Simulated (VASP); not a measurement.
# SiNi3 (Pm-3m) in VASP: further runs

Aim: see how the results for SiNi3 move with the level of theory and the settings. Levels: PBEsol, LDA. Tasks: single point.

All numbers are computed with VASP 6.6.1; they aren't measurements. Logs are shortened: lines on timing, memory, paths and dates and some standing lists are left out, and cuts for length are marked.

## Step 1: The cell of the first run

The structure is cubic, space group Pm-3m (No. 221). The conventional cell has a = 3.542 Å, b = 3.542 Å, c = 3.542 Å, α = 90.00°, β = 90.00°, γ = 90.00°. Within 3.3 Å of Ni (site symmetry 4/mmm) lie 8 Ni at 2.50 Å and 4 Si at 2.50 Å. Si (site symmetry m-3m) has 12 Ni at 2.50 Å within 3.3 Å.

## Step 2: Single point, PBEsol

File INCAR:

```
PREC     = Accurate       # precision mode
ENCUT    = 520            # plane-wave cutoff, eV
EDIFF    = 1E-7           # SCF threshold, eV
ISMEAR   = -1             # smearing method
SIGMA    = 0.05           # smearing width, eV
LREAL    = F              # projectors in reciprocal space
LASPH    = T              # aspherical terms in the spheres
NELM     = 100            # most SCF steps
ALGO     = Normal         # electronic algorithm
ISIF     = 2              # what is computed and relaxed
LWAVE    = F              # write WAVECAR
LCHARG   = F              # write CHGCAR
GGA      = PS             # functional
NBANDS   = 25             # bands
```

File KPOINTS:

```
regular mesh
0
Gamma
  8 8 8
```

File POSCAR:

```
SiNi3
1.0
    3.5420000000      0.0000000000      0.0000000000
    0.0000000000      3.5420000000      0.0000000000
    0.0000000000      0.0000000000      3.5420000000
Ni Si
3 1
Direct
    0.5000000000      0.5000000000      0.0000000000
    0.5000000000      0.0000000000      0.5000000000
    0.0000000000      0.5000000000      0.5000000000
    0.0000000000      0.0000000000      0.0000000000
```

Potentials or basis: VASP PAW PBE potentials, release 64 (Ni, Si).

Launch:

```
$ cat potpaw_PBE.64/Ni/POTCAR potpaw_PBE.64/Si/POTCAR > POTCAR
$ mpirun -np 1 vasp_std > vasp.out
```

OUTCAR:

```text
PREC = Accurate
   ENCUT = 520
   EDIFF = 1E-7
   ISMEAR = -1
   LREAL = F
   LASPH = T
   NELM = 100
   ISIF = 2
   GGA = PS

 ion  position               nearest neighbor table
   1  0.500  0.500  0.000-   2 2.50   3 2.50   4 2.50   2 2.50   3 2.50   2 2.50   4 2.50   2 2.50
                             3 2.50   4 2.50   3 2.50   4 2.50
   2  0.500  0.000  0.500-   1 2.50   3 2.50   4 2.50   1 2.50   4 2.50   1 2.50   3 2.50   1 2.50
                             3 2.50   4 2.50   4 2.50   3 2.50
   3  0.000  0.500  0.500-   1 2.50   2 2.50   4 2.50   1 2.50   4 2.50   2 2.50   4 2.50   4 2.50
                             1 2.50   2 2.50   1 2.50   2 2.50
   4  0.000  0.000  0.000-   1 2.50   2 2.50   3 2.50   2 2.50   3 2.50   1 2.50   3 2.50   3 2.50
                             1 2.50   2 2.50   2 2.50   1 2.50

  LATTYP: Found a simple cubic cell.
 ALAT       =     3.5420000000

  Lattice vectors:

 A1 = (   3.5420000000,   0.0000000000,   0.0000000000)
 A2 = (   0.0000000000,   3.5420000000,   0.0000000000)
 A3 = (   0.0000000000,   0.0000000000,   3.5420000000)

Analysis of symmetry for initial positions (statically):
=====================================================================
 Subroutine PRICEL returns:
 Original cell was already a primitive cell.

 Routine SETGRP: Setting up the symmetry group for a
 simple cubic supercell.

 Subroutine GETGRP returns: Found 48 space group operations
 (whereof 48 operations were pure point group operations)
 out of a pool of 48 trial point group operations.

The static configuration has the point symmetry O_h .

Analysis of symmetry for dynamics (positions and initial velocities):
=====================================================================
 Subroutine PRICEL returns:
 Original cell was already a primitive cell.

 Routine SETGRP: Setting up the symmetry group for a
 simple cubic supercell.

 Subroutine GETGRP returns: Found 48 space group operations
 (whereof 48 operations were pure point group operations)
 out of a pool of 48 trial point group operations.

The dynamic configuration has the point symmetry O_h .

 Subroutine INISYM returns: Found 48 space group operations
 (whereof 48 operations are pure point group operations),
 and found     1 'primitive' translations

----------------------------------------------------------------------------------------

                                     Primitive cell

  volume of cell :      44.4371

  direct lattice vectors                    reciprocal lattice vectors
     3.542000000  0.000000000  0.000000000     0.282326369  0.000000000  0.000000000
     0.000000000  3.542000000  0.000000000     0.000000000  0.282326369  0.000000000
     0.000000000  0.000000000  3.542000000     0.000000000  0.000000000  0.282326369

  length of vectors
     3.542000000  3.542000000  3.542000000     0.282326369  0.282326369  0.282326369

  position of ions in fractional coordinates (direct lattice)
     0.500000000  0.500000000  0.000000000
     0.500000000  0.000000000  0.500000000
     0.000000000  0.500000000  0.500000000
     0.000000000  0.000000000  0.000000000

  ion indices of the primitive-cell ions
   primitive index   ion index
                 1           1
                 2           2
                 3           3
                 4           4

----------------------------------------------------------------------------------------

 KPOINTS: regular mesh

Automatic generation of k-mesh.
 Grid dimensions read from file:
 generate k-points for:    8    8    8

 Generating k-lattice:

  Cartesian coordinates                     Fractional coordinates (reciprocal lattice)
     0.035290796  0.000000000  0.000000000     0.125000000  0.000000000  0.000000000
     0.000000000  0.035290796  0.000000000     0.000000000  0.125000000  0.000000000
     0.000000000  0.000000000  0.035290796     0.000000000  0.000000000  0.125000000

  Length of vectors
     0.035290796  0.035290796  0.035290796

  Shift w.r.t. Gamma in fractional coordinates (k-lattice)
     0.000000000  0.000000000  0.000000000

 Subroutine IBZKPT returns following result:
 ===========================================

 Found     35 irreducible k-points:

 Following reciprocal coordinates:
            Coordinates               Weight
  0.000000  0.000000  0.000000      1.000000
  0.125000  0.000000  0.000000      6.000000
  0.250000  0.000000  0.000000      6.000000
  0.375000  0.000000  0.000000      6.000000
  0.500000  0.000000  0.000000      3.000000
  0.125000  0.125000  0.000000     12.000000
[... 16 lines left out ...]
  0.375000  0.375000  0.125000     24.000000
  0.500000  0.375000  0.125000     24.000000
 [... further k-points ...]
   k-points           NKPTS =     35   k-points in BZ     NKDIM =     35   number of bands    NBANDS=     25
   number of dos      NEDOS =    301   number of ions     NIONS =      4
   total plane-waves  NPLWV =  21952
   dimension x,y,z NGX =    28 NGY =   28 NGZ =   28
   dimension x,y,z NGXF=    56 NGYF=   56 NGZF=   56
   ions per type =               3   1
   NGX,Y,Z   is equivalent  to a cutoff of  13.14, 13.14, 13.14 a.u.
   NGXF,Y,Z  is equivalent  to a cutoff of  26.28, 26.28, 26.28 a.u.
 SYSTEM =  unknown system
   PREC   = accura    normal or accurate (medium, high low for compatibility)
   ISTART =      0    job   : 0-new  1-cont  2-samecut
   ICHARG =      2    charge: 1-file 2-atom 10-const
   ISPIN  =      1    spin polarized calculation?
   LNONCOLLINEAR =      F non collinear calculations
   LSORBIT =      F    spin-orbit coupling
   LASPH  =      T    aspherical Exc in radial PAW
   ENCUT  =  520.0 eV  38.22 Ry    6.18 a.u.   6.59  6.59  6.59*2*pi/ulx,y,z
   NELM   =    100;   NELMIN=  2; NELMDL= -5     # of ELM steps
   EDIFF  = 0.1E-06   stopping-criterion for ELM
   LREAL  =      F    real-space projection
   EDIFFG = 0.1E-05   stopping-criterion for IOM
   NSW    =      0    number of steps for IOM
   IBRION =     -1    ionic relax: 0-MD 1-quasi-New 2-CG
   NFREE  =      0    steps in history (QN), initial steepest desc. (CG)
   ISIF   =      2    stress and relaxation
   ISYM   =      2    0-nonsym 1-usesym 2-fastsym
   POTIM  = 0.5000    time-step for ionic-motion
   TEBEG  =    0.0;   TEEND  =   0.0 temperature during run
   PSTRESS=    0.0 pullay stress
   NELECT =      34.0000    total number of electrons
   NUPDOWN=      -1.0000    fix difference up-down
   EMIN   =  10.00;   EMAX   =-10.00  energy-range for DOS
   EFERMI =   0.00;   METHOD = LEGACY
   ISMEAR =    -1;   SIGMA  =   0.05  broadening in eV -4-tet -1-fermi 0-gaus
   EFERMI_NEDOS =   21; number of points for ismear=-14 and -15
   IALGO  =     38    algorithm
   IMIX   =      4    mixing-type and parameters
     AMIX     =   0.40;   BMIX     =  1.00
     AMIX_MAG =   1.60;   BMIX_MAG =  1.00
  volume/ion in A,a.u.               =      11.11        74.97
  Fermi-wavevector in a.u.,A,eV,Ry     =   1.497336  2.829555 30.504465  2.242015
  Thomas-Fermi vector in A             =   2.609237
   LORBIT       =      0    0 simple, 1 ext, 2 COOP (PROOUT), +10 PAW based schemes
   GGA     = PS    functional components
   LHFCALC =     F    Hartree Fock is set to
   AEXX    =    0.0000 exact exchange contribution
   IVDW    =     0    specifies the selected vdW correction
   LEPSILON=     F    determine dielectric tensor
   LRPA    =     F    only Hartree local field effects (RPA)
 non-spin polarized calculation
  energy-cutoff  :      520.00
  volume of cell :       44.44
 maximum number of plane-waves:      1222
 NGX is ok and might be reduce to    28
   NGX = 13   NGY = 13   NGZ = 13

 number of electron      33.9999988 magnetization

 Free energy of the ion-electron system (eV)
  ---------------------------------------------------
  ext. energy  EPLUGINS =         0.00000000
  ---------------------------------------------------
  free energy    TOTEN  =       -26.16206682 eV

  energy without entropy =      -26.14360934  energy(sigma->0) =      -26.15283808

 E-fermi :  10.0553     XC(G=0): -13.0723

 val. band max:        9.9904072369   @ k =   0.1250   0.1250   0.0000
 cond. band min:      10.0675860522   @ k =   0.5000   0.3750   0.3750
 fundamental gap:      0.0771788153
 Fermi energy:        10.0552889303

 k-point     1 :       0.0000    0.0000    0.0000
  band No.  band energies     occupation
      1      -1.6314      2.00000
      2       5.3650      2.00000
      3       6.1672      2.00000
      4       6.1672      2.00000
      5       6.6639      2.00000
      6       6.6639      2.00000
[... 17 lines left out ...]
     24      20.3654      0.00000
     25      20.3654      0.00000

 k-point     2 :       0.1250    0.0000    0.0000
  band No.  band energies     occupation
      1      -1.4535      2.00000
      2       5.3653      2.00000
      3       5.9245      2.00000
      4       6.2915      2.00000
      5       6.6466      2.00000
      6       6.6466      2.00000
[... 17 lines left out ...]
     24      19.7589      0.00000
     25      19.9599      0.00000

 k-point     3 :       0.2500    0.0000    0.0000
  band No.  band energies     occupation
      1      -0.9373      2.00000
      2       4.5971      2.00000
      3       5.9007      2.00000
      4       6.5816      2.00000
      5       6.5816      2.00000
      6       6.6314      2.00000
[... 17 lines left out ...]
     24      18.1024      0.00000
     25      20.0409      0.00000

 k-point     4 :       0.3750    0.0000    0.0000
  band No.  band energies     occupation
      1      -0.1725      2.00000
      2       3.2793      2.00000
      3       6.1940      2.00000
      4       6.4878      2.00000
      5       6.4878      2.00000
      6       7.0203      2.00000
[... 17 lines left out ...]
     24      17.7031      0.00000
     25      20.7524      0.00000

 k-point     5 :       0.5000    0.0000    0.0000
  band No.  band energies     occupation
      1       0.3653      2.00000
      2       2.5149      2.00000
      3       6.3478      2.00000
      4       6.4430      2.00000
      5       6.4430      2.00000
      6       7.1088      2.00000
[... 17 lines left out ...]
     24      17.4952      0.00000
     25      20.4172      0.00000

 k-point     6 :       0.1250    0.1250    0.0000
  band No.  band energies     occupation
      1      -1.2775      2.00000
      2       5.4046      2.00000
      3       5.8447      2.00000
      4       6.1913      2.00000
      5       6.5930      2.00000
      6       6.6484      2.00000
[... 17 lines left out ...]
     24      19.6343      0.00000
     25      20.7079      0.00000
[... 393 lines left out ...]
 k-point    21 :       0.3750    0.2500    0.1250
  band No.  band energies     occupation
      1       0.5700      2.00000
      2       3.9317      2.00000
      3       5.3215      2.00000
      4       6.2730      2.00000
      5       6.6130      2.00000
      6       7.1039      2.00000
[... 17 lines left out ...]
     24      19.6098      0.00000
     25      20.5963      0.00000

 k-point    22 :       0.5000    0.2500    0.1250
  band No.  band energies     occupation
      1       1.0284      2.00000
      2       3.2967      2.00000
      3       5.4002      2.00000
      4       6.3194      2.00000
      5       6.6790      2.00000
      6       7.2688      2.00000
[... 17 lines left out ...]
     24      19.8115      0.00000
     25      20.2797      0.00000

 k-point    23 :       0.3750    0.3750    0.1250
  band No.  band energies     occupation
      1       1.1763      2.00000
      2       4.3032      2.00000
      3       4.5368      2.00000
      4       6.2513      2.00000
      5       6.6798      2.00000
      6       7.1602      2.00000
[... 17 lines left out ...]
     24      20.0090      0.00000
     25      21.6136      0.00000

 k-point    24 :       0.5000    0.3750    0.1250
  band No.  band energies     occupation
      1       1.5511      2.00000
      2       3.9116      2.00000
      3       4.6687      2.00000
      4       6.2700      2.00000
      5       6.5977      2.00000
      6       7.2806      2.00000
[... 17 lines left out ...]
     24      19.2969      0.00000
     25      21.6194      0.00000

 [... further k-points ...]
[... 5 lines left out ...]
  --------------------------------------------------------------------------------------
  -------------------------------------------------------------------------------------
  Total       -3.8564715     -3.8564715     -3.8564715     -0.0000000     -0.0000000      0.0000000
  in kB     -139.0448912   -139.0448912   -139.0448912     -0.0000000     -0.0000000      0.0000000
  external PRESSURE =    -139.0448912 kB  Pullay stress =       0.0000000 kB

 VOLUME and BASIS-vectors are now :
 -----------------------------------------------------------------------------
  energy-cutoff  :      520.00
  volume of cell :       44.44
      direct lattice vectors                 reciprocal lattice vectors
     3.542000000  0.000000000  0.000000000     0.282326369  0.000000000  0.000000000
     0.000000000  3.542000000  0.000000000     0.000000000  0.282326369  0.000000000
     0.000000000  0.000000000  3.542000000     0.000000000  0.000000000  0.282326369

 POSITION                                       TOTAL-FORCE (eV/Angst)
 -----------------------------------------------------------------------------------
      1.77100      1.77100      0.00000         0.000000      0.000000      0.000000
      1.77100      0.00000      1.77100         0.000000      0.000000      0.000000
      0.00000      1.77100      1.77100         0.000000      0.000000      0.000000
      0.00000      0.00000      0.00000         0.000000      0.000000      0.000000
 -----------------------------------------------------------------------------------
    total drift:                                0.000000      0.000000      0.000000

  FREE ENERGIE OF THE ION-ELECTRON SYSTEM (eV)
  ---------------------------------------------------
  free  energy   TOTEN  =       -26.1620668212 eV

  energy  without entropy=      -26.1436093371  energy(sigma->0) =      -26.15283808
```

It took 19 s on 1 thread of Intel Xeon 6975P-C (Granite Rapids), shared host; peak memory 0.17 GiB.

Results:

```
Free energy            : -26.1621 eV
Pressure               : -13.9 GPa
Band gap on the k mesh : zero (band 17 reaches 10.08 eV, above the bottom of band 18 at 9.85 eV)
```

Caveat: the PAW data sets were made with another functional, which shifts forces and pressure a little. Spin polarisation is off, so any magnetic state and its effect on volume and gap are missing.

(Part 1 of 2 ends here.)
